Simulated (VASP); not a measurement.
# CO2 (P4_2/mnm) in VASP: a series of runs, part 2 of 2

VASP 6.6.1.

### 3 Relaxation of cell and atoms, PBE+D3(BJ)

Input file INCAR:

```
PREC = Accurate
ENCUT = 600
EDIFF = 1E-6
ISMEAR = 0
SIGMA = 0.02
LREAL = F
LASPH = T
NELM = 80
ALGO = Normal
ISIF = 3
LWAVE = F
LCHARG = F
GGA = PE
IVDW = 12
IBRION = 2
NSW = 100
EDIFFG = -0.005
```

Input file KPOINTS:

```
Automatic mesh
0
Gamma
  6 6 6
```

Input file POSCAR:

```
CO2
1.0
    4.4266920424      0.0000000000      0.0000000000
    0.0000000000      4.4266920424      0.0000000000
    0.0000000000      0.0000000000      4.8089848301
C O
2 4
Direct
    0.5000000000      0.5000000000      0.5000000000
    0.0000000000      0.0000000000      0.0000000000
    0.3132524780      0.6867475220      0.5000000000
    0.6867475220      0.3132524780      0.5000000000
    0.1867475220      0.1867475220      0.0000000000
    0.8132524780      0.8132524780      0.0000000000
```

Potentials or basis: VASP PAW PBE potentials, release 64 (C, O).

The run is started by

```console
> cat potpaw_PBE.64/C/POTCAR potpaw_PBE.64/O/POTCAR > POTCAR
> mpirun -np 1 vasp_std > vasp.out
```

OUTCAR:

```text
PREC = Accurate
   ENCUT = 600
   EDIFF = 1E-6
   ISMEAR = 0
   LREAL = F
   LASPH = T
   NELM = 80
   ISIF = 3
   GGA = PE
   IVDW = 12
   IBRION = 2
   NSW = 100
   EDIFFG = -0.005
 IVDW          = 12

 ion  position               nearest neighbor table
   1  0.500  0.500  0.500-   3 1.17   4 1.17
   2  0.000  0.000  0.000-   5 1.17   6 1.17
   3  0.313  0.687  0.500-   1 1.17
   4  0.687  0.313  0.500-   1 1.17
   5  0.187  0.187  0.000-   2 1.17
   6  0.813  0.813  0.000-   2 1.17

  LATTYP: Found a simple tetragonal cell.
 ALAT       =     4.4266920424
 C/A-ratio  =     1.0863608275

  Lattice vectors:

 A1 = (   4.4266920424,   0.0000000000,   0.0000000000)
 A2 = (   0.0000000000,   4.4266920424,   0.0000000000)
 A3 = (   0.0000000000,   0.0000000000,   4.8089848301)

Analysis of symmetry for initial positions (statically):
[... 318 lines left out ...]

 number of electron      32.0000006 magnetization

------------------------ aborting loop because EDIFF is reached ----------------------------------------
[... 83 lines left out ...]
--------------------------------------- Ionic step       12  -------------------------------------------

 number of electron      32.0000006 magnetization

 Free energy of the ion-electron system (eV)
  ---------------------------------------------------
  ext. energy  EPLUGINS =         0.00000000
  ---------------------------------------------------
  free energy    TOTEN  =       -46.07117536 eV

  energy without entropy =      -46.07117536  energy(sigma->0) =      -46.07117536

 E-fermi :  -3.3619     XC(G=0):  -7.8342

 val. band max:       -3.5287120186   @ k =   0.5000   0.5000   0.5000
 cond. band min:       2.9817119322   @ k =   0.0000   0.0000   0.0000
 fundamental gap:      6.5104239508
 Fermi energy:        -3.3619450550

 k-point     1 :       0.0000    0.0000    0.0000
  band No.  band energies     occupation
      1     -24.1813      2.00000
      2     -23.9277      2.00000
      3     -22.9992      2.00000
      4     -22.9992      2.00000
      5      -9.0250      2.00000
      6      -8.6936      2.00000
[... 541 lines left out ...]
     19       4.8028      0.00000
     20       4.8028      0.00000

 [... further k-points ...]

------------------------ aborting loop because EDIFF is reached ----------------------------------------

 Edisp (eV)   -0.41669

 E8    (eV) :    -0.1065
[... 29 lines left out ...]
  FREE ENERGIE OF THE ION-ELECTRON SYSTEM (eV)
  ---------------------------------------------------
  free  energy   TOTEN  =       -46.4878691184 eV

  energy  without entropy=      -46.4878691184  energy(sigma->0) =      -46.48786912

 reached required accuracy - stopping structural energy minimisation
```

CONTCAR:

```text
CO2
   1.00000000000000
     4.3579148354208090    0.0000000000000000    0.0000000000000000
     0.0000000000000000    4.3579148354208090    0.0000000000000000
     0.0000000000000000    0.0000000000000000    4.6910194941948467
  C               O
     2     4
Direct
     0.5000000000000000    0.5000000000000000    0.5000000000000000
     0.0000000000000000    0.0000000000000000    0.0000000000000000
     0.3094492934764204    0.6905507065235795    0.5000000000000000
     0.6905507065235795    0.3094492934764204    0.5000000000000000
     0.1905507065235796    0.1905507065235796    0.0000000000000000
     0.8094492934764205    0.8094492934764205    0.0000000000000000

  0.00000000E+00  0.00000000E+00  0.00000000E+00
  0.00000000E+00  0.00000000E+00  0.00000000E+00
  0.00000000E+00  0.00000000E+00  0.00000000E+00
  0.00000000E+00  0.00000000E+00  0.00000000E+00
  0.00000000E+00  0.00000000E+00  0.00000000E+00
  0.00000000E+00  0.00000000E+00  0.00000000E+00
```

It took 3.6 min on 1 thread of Intel Xeon Platinum 8488C (Sapphire Rapids), shared host; peak memory 0.26 GiB.

What came out:

```
Free energy                           : -46.4879 eV
Relaxed volume                        : 14.85 Å³/atom
Relaxed cell                          : a = 4.358 Å, b = 4.358 Å, c = 4.691 Å, α = 90.00°, β = 90.00°, γ = 90.00°
Space group after relaxing (to 0.1 Å) : P4_2/mnm (No. 136)
Energy gained by relaxing             : 2.2 meV/atom
Ionic steps                           : 12
Pressure after relaxing               : 0.0 GPa
Band gap on the k mesh                : 6.51 eV (least direct gap 6.90 eV)
Dispersion energy per atom            : -0.069 eV
```

The path:
```csv
step,energy change (eV),largest force (eV/Å),pressure (GPa),volume (Å³)
1,0.0000,0.6059,1.22,94.23
2,0.2280,3.1795,-8.86,95.87
3,-0.0064,0.0000,-0.36,94.46
4,-0.0064,0.0210,-0.31,94.45
5,-0.0064,0.0319,-0.29,94.45
6,-0.0072,0.0315,-0.27,94.12
7,-0.0091,0.0299,-0.22,93.15
8,-0.0120,0.0310,-0.10,91.24
9,-0.0125,0.0471,0.27,87.48
10,-0.0132,0.0435,0.11,89.10
11,0.0049,0.9473,-2.63,88.94
12,-0.0133,0.0016,-0.01,89.09
```

Final structure:
```
C O
1.0
     4.35791    0.00000    0.00000
     0.00000    4.35791    0.00000
     0.00000    0.00000    4.69102
C O
2 4
Direct
  0.50000 0.50000 0.50000
  0.00000 0.00000 0.00000
  0.30945 0.69055 0.50000
  0.69055 0.30945 0.50000
  0.19055 0.19055 0.00000
  0.80945 0.80945 0.00000
```

Levels at points of the mesh, in eV from the valence-band top:
| k point | band 13 | band 14 | band 15 | band 16 | band 17 | band 18 | band 19 | band 20 |
| --- | --- | --- | --- | --- | --- | --- | --- | --- |
| (0.00, 0.00, 0.00) | -1.19 | -0.40 | -0.39 | -0.39 | 6.51 | 7.50 | 7.93 | 7.93 |
| (0.50, 0.00, 0.00) | -0.43 | -0.43 | -0.39 | -0.39 | 8.05 | 8.05 | 8.14 | 8.14 |
| (0.50, 0.50, 0.00) | -0.54 | -0.54 | 0.00 | 0.00 | 8.18 | 8.18 | 8.24 | 8.24 |
| (0.00, 0.00, 0.50) | -0.81 | -0.81 | -0.39 | -0.39 | 7.85 | 7.85 | 8.05 | 8.05 |
| (0.50, 0.00, 0.50) | -0.75 | -0.75 | -0.20 | -0.20 | 7.90 | 7.90 | 8.39 | 8.39 |
| (0.50, 0.50, 0.50) | -0.42 | -0.42 | 0.00 | 0.00 | 7.68 | 7.68 | 8.25 | 8.25 |

### 4 Single point, PBE+D3(BJ)

Input file INCAR:

```
SYSTEM = CO2
ALGO = Normal ; EDIFF = 1E-6
ENCUT = 520 ; GGA = PE
ISIF = 2 ; ISMEAR = 0
IVDW = 12 ; LASPH = .True.
LCHARG = .False. ; LREAL = .False.
LWAVE = .False. ; NBANDS = 25
NELM = 80 ; PREC = Accurate
SIGMA = 0.05
```

Input file KPOINTS:

```
k-points
0
Gamma
  6 6 6
  0 0 0
```

Input file POSCAR:

```
CO2
1.0
    4.4266922703      0.0000000000      0.0000000000
    0.0000000000      4.4266922703      0.0000000000
    0.0000000000      0.0000000000      4.8089842275
C O
2 4
Direct
    0.5000000000      0.5000000000      0.5000000000
    0.0000000000      0.0000000000      0.0000000000
    0.3132524875      0.6867475125      0.5000000000
    0.6867475125      0.3132524875      0.5000000000
    0.1867475125      0.1867475125      0.0000000000
    0.8132524875      0.8132524875      0.0000000000
```

Potentials or basis: VASP PAW PBE potentials, release 64 (C, O).

The run is started by

```console
> cat potpaw_PBE.64/C/POTCAR potpaw_PBE.64/O/POTCAR > POTCAR
> mpirun -np 1 vasp_std > vasp.out
```

OUTCAR:

```text
SYSTEM = CO2
   EDIFF = 1E-6
   ENCUT = 520
   GGA = PE
   ISIF = 2
   ISMEAR = 0
   IVDW = 12
   LASPH = .True.
   LREAL = .False.
   NELM = 80
   PREC = Accurate
 IVDW          = 12

 ion  position               nearest neighbor table
   1  0.500  0.500  0.500-   3 1.17   4 1.17
   2  0.000  0.000  0.000-   5 1.17   6 1.17
   3  0.313  0.687  0.500-   1 1.17
   4  0.687  0.313  0.500-   1 1.17
   5  0.187  0.187  0.000-   2 1.17
   6  0.813  0.813  0.000-   2 1.17

  LATTYP: Found a simple tetragonal cell.
 ALAT       =     4.4266922703
 C/A-ratio  =     1.0863606354

  Lattice vectors:

 A1 = (   4.4266922703,   0.0000000000,   0.0000000000)
 A2 = (   0.0000000000,   4.4266922703,   0.0000000000)
 A3 = (   0.0000000000,   0.0000000000,   4.8089842275)

Analysis of symmetry for initial positions (statically):
=====================================================================
 Subroutine PRICEL returns:
 Original cell was already a primitive cell.

 Routine SETGRP: Setting up the symmetry group for a
[... 180 lines left out ...]

 val. band max:       -3.8664301979   @ k =   0.5000   0.5000   0.5000
 cond. band min:       2.6630229510   @ k =   0.0000   0.0000   0.0000
 fundamental gap:      6.5294531488
 Fermi energy:        -3.6178456781

 k-point     1 :       0.0000    0.0000    0.0000
  band No.  band energies     occupation
      1     -24.5015      2.00000
      2     -24.3010      2.00000
      3     -23.3565      2.00000
      4     -23.3565      2.00000
      5      -9.2237      2.00000
      6      -8.9666      2.00000
[... 661 lines left out ...]
     24       8.7799      0.00000
     25      10.9853      0.00000

 [... further k-points ...]

------------------------ aborting loop because EDIFF is reached ----------------------------------------

 Edisp (eV)   -0.38842

 E8    (eV) :    -0.0985

  FORCE on cell =-STRESS in cart. coord.  units (eV):
  Direction    XX          YY          ZZ          XY          YZ          ZX
  --------------------------------------------------------------------------------------
  -------------------------------------------------------------------------------------
  Total       1.33719     1.33719    -0.15127    -0.00000     0.00000     0.00000
  in kB      22.73491    22.73491    -2.57189    -0.00000     0.00000     0.00000
  external pressure =       14.30 kB  Pullay stress =        0.00 kB

 VOLUME and BASIS-vectors are now :
 -----------------------------------------------------------------------------
  energy-cutoff  :      520.00
  volume of cell :       94.23
      direct lattice vectors                 reciprocal lattice vectors
     4.426692270  0.000000000  0.000000000     0.225902308  0.000000000  0.000000000
     0.000000000  4.426692270  0.000000000     0.000000000  0.225902308  0.000000000
     0.000000000  0.000000000  4.808984227     0.000000000  0.000000000  0.207944121

 POSITION                                       TOTAL-FORCE (eV/Angst)
 -----------------------------------------------------------------------------------
      2.21335      2.21335      2.40449         0.000000      0.000000      0.000000
      0.00000      0.00000      0.00000         0.000000      0.000000      0.000000
      1.38667      3.04002      2.40449        -0.446920      0.446920     -0.000000
      3.04002      1.38667      2.40449         0.446920     -0.446920      0.000000
      0.82667      0.82667      0.00000         0.446920      0.446920     -0.000000
      3.60002      3.60002      0.00000        -0.446920     -0.446920      0.000000
 -----------------------------------------------------------------------------------
    total drift:                                0.000000      0.000000      0.000000

  FREE ENERGIE OF THE ION-ELECTRON SYSTEM (eV)
  ---------------------------------------------------
  free  energy   TOTEN  =       -46.4550450648 eV

  energy  without entropy=      -46.4550450648  energy(sigma->0) =      -46.45504506
```

OSZICAR:

```text
N       E                     dE             d eps       ncg     rms          rms(c)
DAV:   1     0.177939474915E+03    0.17794E+03   -0.16488E+04  2000   0.116E+03
DAV:   2    -0.371567978739E+02   -0.21510E+03   -0.20626E+03  2804   0.274E+02
DAV:   3    -0.492088862369E+02   -0.12052E+02   -0.11985E+02  2359   0.665E+01
DAV:   4    -0.493152482957E+02   -0.10636E+00   -0.10628E+00  2477   0.723E+00
DAV:   5    -0.493166021411E+02   -0.13538E-02   -0.13537E-02  2512   0.795E-01    0.135E+01
DAV:   6    -0.463322217475E+02    0.29844E+01   -0.77342E+00  2492   0.198E+01    0.622E+00
DAV:   7    -0.461317773814E+02    0.20044E+00   -0.42749E-01  2355   0.462E+00    0.345E+00
DAV:   8    -0.460725035426E+02    0.59274E-01   -0.29073E-01  2559   0.328E+00    0.779E-01
DAV:   9    -0.460661028186E+02    0.64007E-02   -0.20921E-02  2446   0.103E+00    0.334E-01
DAV:  10    -0.460664600838E+02   -0.35727E-03   -0.45985E-03  2448   0.446E-01    0.543E-02
DAV:  11    -0.460665982449E+02   -0.13816E-03   -0.91496E-05  2297   0.718E-02    0.200E-02
DAV:  12    -0.460666240603E+02   -0.25815E-04   -0.17984E-05  2458   0.320E-02    0.341E-03
DAV:  13    -0.460666246234E+02   -0.56307E-06   -0.88313E-07  1731   0.728E-03
   1 F= -.46455045E+02 E0= -.46455045E+02  d E =-.243166E-13
```

stdout:

```text
POSCAR found type information on POSCAR C O
 POSCAR found :  2 types and       6 ions
 scaLAPACK will be used
 LDA part: xc-table for (Slater+PW92), standard interpolation
 POSCAR, INCAR and KPOINTS ok, starting setup
 FFT: planning ... GRIDC
 FFT: planning ... GRID_SOFT
 FFT: planning ... GRID
 WAVECAR not read
 entering main loop
```

Run time: 2.6 min. Hardware: 1 thread of AMD EPYC 7R13, shared host; peak memory 0.21 GiB.

What came out:

| Property | Result |
| --- | --- |
| Free energy | -46.4550 eV |
| Pressure | 1.4 GPa |
| Largest force | 0.632 eV/Å |
| Band gap on the k mesh | 6.53 eV (least direct gap 6.87 eV) |
| Dispersion energy per atom | -0.065 eV |

Forces on the atoms (eV/Å):
```
C    0.000  0.000  0.000
C    0.000  0.000  0.000
O   -0.447  0.447  0.000
O    0.447 -0.447  0.000
O    0.447  0.447  0.000
O   -0.447 -0.447  0.000
```

Levels at points of the mesh, in eV from the valence-band top:
```csv
k point,band 14,band 15,band 16,band 17,band 18,band 19
"(0.00, 0.00, 0.00)",-0.36,-0.34,-0.34,6.53,7.70,8.09
"(0.50, 0.00, 0.00)",-0.38,-0.36,-0.36,8.18,8.18,8.28
"(0.50, 0.50, 0.00)",-0.48,0.00,0.00,8.30,8.30,8.36
"(0.00, 0.00, 0.50)",-0.71,-0.35,-0.35,7.94,7.94,8.18
"(0.50, 0.00, 0.50)",-0.65,-0.18,-0.18,8.06,8.06,8.49
"(0.50, 0.50, 0.50)",-0.39,0.00,0.00,7.85,7.85,8.37
```

A k mesh can miss the band edges.

### 5 Single point, PBE+D3(BJ)

This run uses another cell than the first one: it holds 12 atoms, not 6.

Input file INCAR:

```
PREC = Accurate
ENCUT = 520
EDIFF = 1E-7
ISMEAR = 0
SIGMA = 0.05
LREAL = False
LASPH = True
NELM = 60
ALGO = Normal
ISIF = 2
LWAVE = False
LCHARG = False
GGA = PE
IVDW = 12
NBANDS = 44
```

Input file KPOINTS:

```
regular mesh
0
Gamma
  6 6 4
```

Input file POSCAR:

```
CO2
1.0
   -4.4266922703      0.0000000000      0.0000000000
    0.0000000000      0.0000000000     -4.8089842275
    0.0000000000     -8.8533845406      0.0000000000
C O
4 8
Direct
    0.5000000000      0.5000000000      0.2500000000
    0.5000000000      0.5000000000      0.7500000000
    0.0000000000      0.0000000000      0.5000000000
    0.0000000000      0.0000000000      0.0000000000
    0.6867475125      0.5000000000      0.1566262438
    0.6867475125      0.5000000000      0.6566262438
    0.3132524875      0.5000000000      0.3433737562
    0.3132524875      0.5000000000      0.8433737562
    0.8132524875      0.0000000000      0.4066262438
    0.8132524875      0.0000000000      0.9066262438
    0.1867475125      0.0000000000      0.0933737562
    0.1867475125      0.0000000000      0.5933737562
```

The run is started by

```console
> cat potpaw_PBE.64/C/POTCAR potpaw_PBE.64/O/POTCAR > POTCAR
> mpirun -np 1 vasp_std > vasp.out
```

It took 11 min on 1 thread of AMD EPYC 7R13, shared host; peak memory 0.43 GiB.

It converged, with:

- Free energy: -92.9102 eV
- Pressure: 1.4 GPa
- Largest force: 0.632 eV/Å
- Band gap on the k mesh: 6.53 eV
- Dispersion energy per atom: -0.065 eV

Forces on the atoms (eV/Å):
```
C    0.000  0.000  0.000
C    0.000  0.000  0.000
C    0.000  0.000  0.000
C    0.000  0.000  0.000
O   -0.447  0.447  0.000
O   -0.447  0.447  0.000
O    0.447 -0.447  0.000
O    0.447 -0.447  0.000
O    0.447  0.447  0.000
O    0.447  0.447  0.000
O   -0.447 -0.447  0.000
O   -0.447 -0.447  0.000
```

Stress tensor (GPa, compression positive):
```
 2.27  0.00  0.00
 0.00  2.27  0.00
 0.00  0.00 -0.25
```

Levels at points of the mesh, in eV from the valence-band top:
| k point | band 30 | band 31 | band 32 | band 33 | band 34 | band 35 |
| --- | --- | --- | --- | --- | --- | --- |
| (0.00, 0.00, 0.00) | -0.36 | -0.34 | -0.34 | 6.53 | 7.70 | 8.09 |
| (0.50, 0.00, 0.00) | -0.36 | 0.00 | 0.00 | 8.18 | 8.18 | 8.28 |
| (0.00, 0.50, 0.00) | -0.35 | -0.18 | -0.18 | 7.94 | 7.94 | 8.06 |
| (0.50, 0.50, 0.00) | -0.18 | 0.00 | 0.00 | 7.85 | 7.85 | 8.06 |
| (0.00, 0.00, 0.50) | -0.35 | -0.30 | -0.30 | 7.20 | 7.20 | 7.87 |
| (0.50, 0.00, 0.50) | -0.18 | -0.18 | -0.18 | 8.25 | 8.25 | 8.25 |
| (0.00, 0.50, 0.50) | -0.31 | -0.31 | -0.31 | 8.07 | 8.07 | 8.07 |
| (0.50, 0.50, 0.50) | -0.12 | -0.12 | -0.12 | 7.92 | 7.92 | 7.92 |

A k mesh can miss the band edges.

### 6 Overview

| task | cell | k mesh | cutoff (eV) | smearing | gap on the mesh (eV) | pressure (GPa) | largest force (eV/Å) |
| --- | --- | --- | --- | --- | --- | --- | --- |
| single point | a = 4.427, b = 4.427, c = 4.809 Å, 6 atoms, atomic positions A | 6 × 6 × 6 | 520 | gaussian 0.02 eV | 6.53 | 1.4 | 0.63 |
| relaxation of cell and atoms | relaxed from a = 4.427, b = 4.427, c = 4.809 Å, 6 atoms, atomic positions A | 6 × 6 × 6 | 600 | gaussian 0.02 eV | 6.51 | 0.0 | - |
| single point | a = 4.427, b = 4.427, c = 4.809 Å, 6 atoms, atomic positions A | 6 × 6 × 6 | 520 | gaussian 0.05 eV | 6.53 | 1.4 | 0.63 |
| single point | a = 4.427, b = 4.809, c = 8.853 Å, 12 atoms, atomic positions B | 6 × 6 × 4 | 520 | gaussian 0.05 eV | 6.53 | 1.4 | 0.63 |

Alike in all rows: level PBE+D3(BJ); potentials or basis VASP PAW PBE potentials, release 64 (C, O); no spin polarisation.

Absolute energies hang on the potentials; compare differences alone.
